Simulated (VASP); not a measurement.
# PbF2 (Fm-3m) in VASP: notebook

Runs on PbF2. Level: r2SCAN. Tasks: single point.

All numbers are computed with VASP 6.6.1; they aren't measurements. Logs are shortened: lines on timing, memory, paths and dates and some standing lists are left out, and cuts for length are marked.

### 1 The cell of the first run

The structure is cubic, space group Fm-3m (No. 225). The conventional cell has a = 5.859 Å, b = 5.859 Å, c = 5.859 Å, α = 90.00°, β = 90.00°, γ = 90.00°. Within 3.3 Å of Pb (site symmetry m-3m) lie 8 F at 2.54 Å. Within 3.3 Å of F (site symmetry -43m) lie 4 Pb at 2.54 Å and 6 F at 2.93 Å.

### 2 Single point, r2SCAN, non-collinear spin, zero start, spin-orbit coupling (16.76 Å³/atom)

Contents of POSCAR:

```
PbF2
1.0
    0.0000000000      2.9297099660      2.9297099660
    2.9297099660      0.0000000000      2.9297099660
    2.9297099660      2.9297099660      0.0000000000
Pb F
1 2
Direct
    0.0000000000      0.0000000000      0.0000000000
    0.2500000000      0.2500000000      0.2500000000
    0.7500000000      0.7500000000      0.7500000000
```

Contents of INCAR.step1:

```
SYSTEM = PbF2
PREC     = Accurate       ! precision mode
ENCUT    = 520            ! plane-wave cutoff, eV
ISMEAR   = 0              ! smearing method
SIGMA    = 0.05           ! smearing width, eV
LREAL    = .FALSE.        ! projectors in reciprocal space
LASPH    = .TRUE.         ! aspherical terms in the spheres
NELM     = 150            ! most SCF steps
MAGMOM   = 0 0 0 0 0 0 0 0 0 ! initial moments
LSORBIT  = .TRUE.         ! spin-orbit coupling
GGA_COMPAT= .FALSE.      
NBANDS   = 41             ! bands
GGA      = PE             ! functional
ALGO     = Normal         ! electronic algorithm
EDIFF    = 1E-4           ! SCF threshold, eV
LWAVE    = .TRUE.         ! write WAVECAR
LCHARG   = .FALSE.        ! write CHGCAR
```

Contents of INCAR.step2:

```
SYSTEM = PbF2
PREC     = Accurate       ! precision mode
ENCUT    = 520            ! plane-wave cutoff, eV
EDIFF    = 1E-7           ! SCF threshold, eV
ISMEAR   = 0              ! smearing method
SIGMA    = 0.05           ! smearing width, eV
LREAL    = .FALSE.        ! projectors in reciprocal space
LASPH    = .TRUE.         ! aspherical terms in the spheres
NELM     = 150            ! most SCF steps
ALGO     = Normal         ! electronic algorithm
ISIF     = 2              ! what is computed and relaxed
LWAVE    = .FALSE.        ! write WAVECAR
LCHARG   = .TRUE.         ! write CHGCAR
MAGMOM   = 0 0 0 0 0 0 0 0 0 ! initial moments
LORBIT   = 11             ! projections on sites
LSORBIT  = .TRUE.         ! spin-orbit coupling
GGA_COMPAT= .FALSE.      
LORBMOM  = .TRUE.       
METAGGA  = R2SCAN         ! meta-GGA
LMIXTAU  = .TRUE.       
LVHAR    = .TRUE.       
NBANDS   = 41             ! bands
ISTART   = 1
```

Contents of KPOINTS:

```
regular mesh
0
G
  6 6 6
  0 0 0
```

Potentials or basis: VASP PAW PBE potentials, release 64 (Pb_d, F).

Command:

```sh
cat potpaw_PBE.64/Pb_d/POTCAR potpaw_PBE.64/F/POTCAR > POTCAR
cp INCAR.step1 INCAR
mpirun -np 1 vasp_ncl > vasp.out
cp INCAR.step2 INCAR
mpirun -np 1 vasp_ncl > vasp.out
```

OUTCAR:

```text
SYSTEM = PbF2
   PREC = Accurate
   ENCUT = 520
   EDIFF = 1E-7
   ISMEAR = 0
   LREAL = .FALSE.
   LASPH = .TRUE.
   NELM = 150
   ISIF = 2
   LORBIT = 11
   LSORBIT = .TRUE.
   METAGGA = R2SCAN
   ISTART = 1

 ion  position               nearest neighbor table
   1  0.000  0.000  0.000-   3 2.54   3 2.54   3 2.54   2 2.54   2 2.54   2 2.54   3 2.54   2 2.54

   2  0.250  0.250  0.250-   1 2.54   1 2.54   1 2.54   1 2.54
   3  0.750  0.750  0.750-   1 2.54   1 2.54   1 2.54   1 2.54

  LATTYP: Found a face centered cubic cell.
 ALAT       =     5.8594199320

  Lattice vectors:

 A1 = (   0.0000000000,   2.9297099660,   2.9297099660)
 A2 = (   2.9297099660,   0.0000000000,   2.9297099660)
 A3 = (   2.9297099660,   2.9297099660,   0.0000000000)

Analysis of symmetry for initial positions (statically):
=====================================================================
 Subroutine PRICEL returns:
 Original cell was already a primitive cell.

 Routine SETGRP: Setting up the symmetry group for a
 face centered cubic supercell.

 Subroutine GETGRP returns: Found 48 space group operations
 (whereof 48 operations were pure point group operations)
 out of a pool of 48 trial point group operations.

The static configuration has the point symmetry O_h .

Analysis of symmetry for dynamics (positions and initial velocities):
=====================================================================
 Subroutine PRICEL returns:
 Original cell was already a primitive cell.

 Routine SETGRP: Setting up the symmetry group for a
 face centered cubic supercell.

 Subroutine GETGRP returns: Found 48 space group operations
 (whereof 48 operations were pure point group operations)
 out of a pool of 48 trial point group operations.

The dynamic configuration has the point symmetry O_h .

Analysis of structural, dynamic, and magnetic symmetry:
=====================================================================
 Subroutine PRICEL returns:
 Original cell was already a primitive cell.

 Routine SETGRP: Setting up the symmetry group for a
 face centered cubic supercell.

 Subroutine GETGRP returns: Found 48 space group operations
 (whereof 48 operations were pure point group operations)
 out of a pool of 48 trial point group operations.

The overall configuration has the point symmetry O_h .

 Subroutine INISYM returns: Found 48 space group operations
 (whereof 48 operations are pure point group operations),
 and found     1 'primitive' translations

----------------------------------------------------------------------------------------

                                     Primitive cell

  volume of cell :      50.2926

  direct lattice vectors                    reciprocal lattice vectors
     0.000000000  2.929709966  2.929709966    -0.170665358  0.170665358  0.170665358
     2.929709966  0.000000000  2.929709966     0.170665358 -0.170665358  0.170665358
     2.929709966  2.929709966  0.000000000     0.170665358  0.170665358 -0.170665358

  length of vectors
     4.143235568  4.143235568  4.143235568     0.295601071  0.295601071  0.295601071

  position of ions in fractional coordinates (direct lattice)
     0.000000000  0.000000000  0.000000000
     0.250000000  0.250000000  0.250000000
     0.750000000  0.750000000  0.750000000

  ion indices of the primitive-cell ions
   primitive index   ion index
                 1           1
                 2           2
                 3           3

----------------------------------------------------------------------------------------

 KPOINTS: regular mesh

Automatic generation of k-mesh.
 Grid dimensions read from file:
 generate k-points for:    6    6    6

 Generating k-lattice:

  Cartesian coordinates                     Fractional coordinates (reciprocal lattice)
    -0.028444226  0.028444226  0.028444226     0.166666667  0.000000000  0.000000000
     0.028444226 -0.028444226  0.028444226     0.000000000  0.166666667  0.000000000
     0.028444226  0.028444226 -0.028444226     0.000000000  0.000000000  0.166666667

  Length of vectors
[... 37 lines left out ...]
      0.00000      0.00000      0.00000        -0.000000      0.000000      0.000000
      1.46485      1.46485      1.46485        -0.000000      0.000000     -0.000000
      4.39456      4.39456      4.39456         0.000000     -0.000000      0.000000
 -----------------------------------------------------------------------------------
    total drift:                               -0.000000     -0.000000     -0.000000

  FREE ENERGIE OF THE ION-ELECTRON SYSTEM (eV)
  ---------------------------------------------------
  free  energy   TOTEN  =       -70.4049759438 eV

  energy  without entropy=      -70.4049759438  energy(sigma->0) =      -70.40497594

 orbital moment (x)

 # of ion     p       d       tot
 ----------------------------------------
  1         0.000  -0.000  -0.000
  2         0.000   0.000   0.000
  3         0.000   0.000   0.000
 ----------------------------------------
            0.000  -0.000   0.000

 orbital moment (y)

 # of ion     p       d       tot
 ----------------------------------------
  1         0.000   0.000   0.000
  2        -0.000   0.000  -0.000
  3         0.000   0.000   0.000
 ----------------------------------------
            0.000   0.000   0.000

 orbital moment (z)

 # of ion     p       d       tot
 ----------------------------------------
  1         0.000   0.000   0.000
  2         0.000   0.000   0.000
  3         0.000   0.000   0.000
 ----------------------------------------
            0.000   0.000   0.000

 Spin-Orbit-Coupling matrix elements

 Ion:    1  E_soc:     -0.5252579
 l=   1
     0.0000000    -0.0243909    -0.0243909
    -0.0243909     0.0000000    -0.0243909
    -0.0243909    -0.0243909     0.0000000
 l=   2
     0.0000000    -0.0124684     0.0000000    -0.0124684    -0.0506837
    -0.0124684     0.0000000    -0.0380128    -0.0124684    -0.0126709
     0.0000000    -0.0380128     0.0000000    -0.0380128     0.0000000
    -0.0124684    -0.0124684    -0.0380128     0.0000000    -0.0126709
    -0.0506837    -0.0126709     0.0000000    -0.0126709     0.0000000
 l=   3
     0.0000000     0.0000000     0.0000000     0.0000000     0.0000000     0.0000000     0.0000000
     0.0000000     0.0000000     0.0000000     0.0000000     0.0000000     0.0000000     0.0000000
     0.0000000     0.0000000     0.0000000     0.0000000     0.0000000     0.0000000     0.0000000
     0.0000000     0.0000000     0.0000000     0.0000000     0.0000000     0.0000000     0.0000000
[... 29 lines left out ...]
 l=   2
     0.0000000     0.0000000     0.0000000     0.0000000     0.0000000
     0.0000000     0.0000000     0.0000000     0.0000000     0.0000000
     0.0000000     0.0000000     0.0000000     0.0000000     0.0000000
     0.0000000     0.0000000     0.0000000     0.0000000     0.0000000
     0.0000000     0.0000000     0.0000000     0.0000000     0.0000000
 l=   3
     0.0000000     0.0000000     0.0000000     0.0000000     0.0000000     0.0000000     0.0000000
     0.0000000     0.0000000     0.0000000     0.0000000     0.0000000     0.0000000     0.0000000
     0.0000000     0.0000000     0.0000000     0.0000000     0.0000000     0.0000000     0.0000000
     0.0000000     0.0000000     0.0000000     0.0000000     0.0000000     0.0000000     0.0000000
     0.0000000     0.0000000     0.0000000     0.0000000     0.0000000     0.0000000     0.0000000
     0.0000000     0.0000000     0.0000000     0.0000000     0.0000000     0.0000000     0.0000000
     0.0000000     0.0000000     0.0000000     0.0000000     0.0000000     0.0000000     0.0000000

 total charge

# of ion       s       p       d       tot
------------------------------------------
    1        1.555   0.281   9.868  11.703
    2        1.746   4.358   0.000   6.104
    3        1.746   4.358   0.000   6.104
--------------------------------------------------
tot          5.047   8.997   9.868  23.912

 magnetization (x)

# of ion       s       p       d       tot
------------------------------------------
    1       -0.000   0.000   0.000  -0.000
    2       -0.000   0.000   0.000   0.000
    3        0.000  -0.000   0.000  -0.000
--------------------------------------------------
tot         -0.000  -0.000   0.000  -0.000

 magnetization (y)

# of ion       s       p       d       tot
------------------------------------------
    1       -0.000   0.000   0.000  -0.000
    2        0.000   0.000   0.000   0.000
    3        0.000   0.000   0.000   0.000
--------------------------------------------------
tot         -0.000   0.000   0.000  -0.000

 magnetization (z)

# of ion       s       p       d       tot
------------------------------------------
    1       -0.000  -0.000   0.000  -0.000
    2        0.000   0.000   0.000   0.000
    3        0.000  -0.000   0.000  -0.000
--------------------------------------------------
tot          0.000  -0.000   0.000   0.000
```

Wall time 9.9 min (1 thread of AMD EPYC 7R43 (Zen 3), shared host); peak memory 0.34 GiB.

What came out:

- Free energy: -70.4050 eV
- Pressure: 2.4 GPa
- Net moment: 0.00 μB per cell
- Valence electrons inside the program's atomic spheres: Pb 11.70; F 6.10

Moments on the atoms (μB; x, y, z):
```
Pb  0.00 0.00 0.00
F   0.00 0.00 0.00
F   0.00 0.00 0.00
```

Caveat: the PAW data sets were made with another functional, which shifts forces and pressure a little.

### 3 Single point, r2SCAN, non-collinear spin, zero start, spin-orbit coupling

This run uses another cell than the first one, of 17.46 Å³/atom.

Contents of POSCAR:

```
PbF2
1.0
    0.0000000000      2.9698479669      2.9698479669
    2.9698479669      0.0000000000      2.9698479669
    2.9698479669      2.9698479669      0.0000000000
Pb F
1 2
Direct
    0.0000000000      0.0000000000      0.0000000000
    0.2500000000      0.2500000000      0.2500000000
    0.7500000000      0.7500000000      0.7500000000
```

Contents of INCAR.step1:

```
  PREC = Accurate
  ENCUT = 520
  ISMEAR = 0
  SIGMA = 0.05
  LREAL = F
  LASPH = T
  NELM = 150
  LNONCOLLINEAR = T
  MAGMOM = 0 0 0 0 0 0 0 0 0
  LSORBIT = T
  GGA_COMPAT = F
  NBANDS = 41
  GGA = PE
  ALGO = Normal
  EDIFF = 1E-4
  LWAVE = T
  LCHARG = F
```

Contents of INCAR.step2:

```
  PREC = Accurate
  ENCUT = 520
  EDIFF = 1E-6
  ISMEAR = 0
  SIGMA = 0.05
  LREAL = F
  LASPH = T
  NELM = 150
  ALGO = Normal
  ISIF = 2
  LWAVE = F
  LCHARG = F
  LNONCOLLINEAR = T
  MAGMOM = 0 0 0 0 0 0 0 0 0
  LORBIT = 11
  LSORBIT = T
  GGA_COMPAT = F
  LORBMOM = T
  METAGGA = R2SCAN
  LMIXTAU = T
  NBANDS = 41
  ISTART = 1
```

Contents of KPOINTS:

```
Automatic mesh
0
Gamma
  6 6 6
```

Potentials or basis: VASP PAW PBE potentials, release 64 (Pb_d, F).

Command:

```sh
cat potpaw_PBE.64/Pb_d/POTCAR potpaw_PBE.64/F/POTCAR > POTCAR
cp INCAR.step1 INCAR
mpirun -np 1 vasp_ncl > vasp.out
cp INCAR.step2 INCAR
mpirun -np 1 vasp_ncl > vasp.out
```

Run time: 9.2 min. Hardware: 1 thread of AMD EPYC 7R43 (Zen 3), shared host; peak memory 0.34 GiB.

Results (log left out):

```
Free energy                                           : -70.4184 eV
Pressure                                              : -0.9 GPa
Net moment                                            : 0.00 μB per cell
Valence electrons inside the program's atomic spheres : Pb 11.68; F 6.10
```

Moments on the atoms (μB; x, y, z):
```
Pb  0.00 0.00 0.00
F   0.00 0.00 0.00
F   0.00 0.00 0.00
```

Caveat: the PAW data sets were made with another functional, which shifts forces and pressure a little.

### 4 Single point, r2SCAN, non-collinear spin, zero start, spin-orbit coupling (18.34 Å³/atom)

This run uses another cell than the first one, of 18.34 Å³/atom.

Contents of POSCAR:

```
PbF2
1.0
    0.0000000000      3.0185426539      3.0185426539
    3.0185426539      0.0000000000      3.0185426539
    3.0185426539      3.0185426539      0.0000000000
Pb F
1 2
Direct
    0.0000000000      0.0000000000      0.0000000000
    0.2500000000      0.2500000000      0.2500000000
    0.7500000000      0.7500000000      0.7500000000
```

Contents of INCAR.step1:

```
SYSTEM = PbF2
  ALGO = Normal
  EDIFF = 1E-4
  ENCUT = 520
  GGA = PE
  GGA_COMPAT = .False.
  ISMEAR = 0
  LASPH = .True.
  LCHARG = .False.
  LNONCOLLINEAR = .True.
  LREAL = .False.
  LSORBIT = .True.
  LWAVE = .True.
  MAGMOM = 0 0 0 0 0 0 0 0 0
  NBANDS = 41
  NELM = 150
  PREC = Accurate
  SIGMA = 0.05
```

Contents of INCAR.step2:

```
SYSTEM = PbF2
  ALGO = Normal
  EDIFF = 1E-6
  ENCUT = 520
  GGA_COMPAT = .False.
  ISIF = 2
  ISMEAR = 0
  ISTART = 1
  LASPH = .True.
  LCHARG = .False.
  LMIXTAU = .True.
  LNONCOLLINEAR = .True.
  LORBIT = 11
  LORBMOM = .True.
  LREAL = .False.
  LSORBIT = .True.
  LWAVE = .False.
  MAGMOM = 0 0 0 0 0 0 0 0 0
  METAGGA = R2SCAN
  NBANDS = 41
  NELM = 150
  PREC = Accurate
  SIGMA = 0.05
```

Contents of KPOINTS:

```
k-points
0
Gamma
  6 6 6
  0 0 0
```

Command:

```sh
cat potpaw_PBE.64/Pb_d/POTCAR potpaw_PBE.64/F/POTCAR > POTCAR
cp INCAR.step1 INCAR
mpirun -np 1 vasp_ncl > vasp.out
cp INCAR.step2 INCAR
mpirun -np 1 vasp_ncl > vasp.out
```

It took 12 min on 1 thread of AMD EPYC 7R43 (Zen 3), shared host; peak memory 0.35 GiB.

The run converged. Its results:

- Free energy: -70.3813 eV
- Pressure: -4.1 GPa
- Net moment: 0.00 μB per cell
- Valence electrons inside the program's atomic spheres: Pb 11.65; F 6.09

Moments on the atoms (μB; x, y, z):
```
Pb  0.00 0.00 0.00
F   0.00 0.00 0.00
F   0.00 0.00 0.00
```

Caveat: the cell stands under tension; the PAW data sets were made with another functional, which shifts forces and pressure a little.

### 5 Single point, r2SCAN, non-collinear spin, zero start, spin-orbit coupling

This run uses another cell than the first one, of 17.46 Å³/atom.

Contents of POSCAR:

```
PbF2
1.0
    0.0000000000      2.9698479669      2.9698479669
    2.9698479669      0.0000000000      2.9698479669
    2.9698479669      2.9698479669      0.0000000000
Pb F
1 2
Direct
    0.0000000000      0.0000000000      0.0000000000
    0.2500000000      0.2500000000      0.2500000000
    0.7500000000      0.7500000000      0.7500000000
```

Contents of INCAR.step1:

```
PREC     = Accurate       # precision mode
ENCUT    = 520            # plane-wave cutoff, eV
ISMEAR   = 0              # smearing method
SIGMA    = 0.05           # smearing width, eV
LREAL    = F              # projectors in reciprocal space
LASPH    = T              # aspherical terms in the spheres
NELM     = 150            # most SCF steps
LNONCOLLINEAR= T              # non-collinear magnetism
MAGMOM   = 0 0 0 0 0 0 0 0 0 # initial moments
LSORBIT  = T              # spin-orbit coupling
GGA_COMPAT= F            
NBANDS   = 41             # bands
GGA      = PE             # functional
ALGO     = Normal         # electronic algorithm
EDIFF    = 1E-4           # SCF threshold, eV
LWAVE    = T              # write WAVECAR
LCHARG   = F              # write CHGCAR
```

Contents of INCAR.step2:

```
PREC     = Accurate       # precision mode
ENCUT    = 520            # plane-wave cutoff, eV
EDIFF    = 1E-7           # SCF threshold, eV
ISMEAR   = 0              # smearing method
SIGMA    = 0.05           # smearing width, eV
LREAL    = F              # projectors in reciprocal space
LASPH    = T              # aspherical terms in the spheres
NELM     = 150            # most SCF steps
ALGO     = Normal         # electronic algorithm
ISIF     = 2              # what is computed and relaxed
LWAVE    = F              # write WAVECAR
LCHARG   = F              # write CHGCAR
LNONCOLLINEAR= T              # non-collinear magnetism
MAGMOM   = 0 0 0 0 0 0 0 0 0 # initial moments
LORBIT   = 11             # projections on sites
LSORBIT  = T              # spin-orbit coupling
GGA_COMPAT= F            
LORBMOM  = T            
METAGGA  = R2SCAN         # meta-GGA
LMIXTAU  = T            
NBANDS   = 41             # bands
ISTART   = 1
```

Contents of KPOINTS:

```
Automatic mesh
0
Gamma
  8 8 8
```

Command:

```sh
cat potpaw_PBE.64/Pb_d/POTCAR potpaw_PBE.64/F/POTCAR > POTCAR
cp INCAR.step1 INCAR
mpirun -np 1 vasp_ncl > vasp.out
cp INCAR.step2 INCAR
mpirun -np 1 vasp_ncl > vasp.out
```

Wall time 21 min (1 thread of AMD EPYC 7R43 (Zen 3), shared host); peak memory 0.37 GiB.

It converged, with:

```
Free energy                                           : -70.4185 eV
Pressure                                              : -0.9 GPa
Net moment                                            : 0.00 μB per cell
Valence electrons inside the program's atomic spheres : Pb 11.68; F 6.09
```

Moments on the atoms (μB; x, y, z):
```
Pb  0.00 0.00 0.00
F   0.00 0.00 0.00
F   0.00 0.00 0.00
```

Caveat: the PAW data sets were made with another functional, which shifts forces and pressure a little.

### 6 Summary

```csv
cell,k mesh,pressure (GPa),moment (μB)
"a = 4.143 Å, angles 60.0°, 3 atoms",6 × 6 × 6,2.4,0.00
"a = 4.200 Å, angles 60.0°, 3 atoms",6 × 6 × 6,-0.9,0.00
"a = 4.269 Å, angles 60.0°, 3 atoms",6 × 6 × 6,-4.1,0.00
"a = 4.200 Å, angles 60.0°, 3 atoms",8 × 8 × 8,-0.9,0.00
```

Alike in all rows: task single point; level r2SCAN; potentials or basis VASP PAW PBE potentials, release 64 (Pb_d, F); spin non-collinear, zero start, SOC; cutoff (eV) 520; smearing gaussian 0.05 eV.

Caveats: the PAW data sets were made with another functional, which shifts forces and pressure a little; the cell stands under tension (at least some runs).

Absolute energies hang on the potentials; compare differences alone.
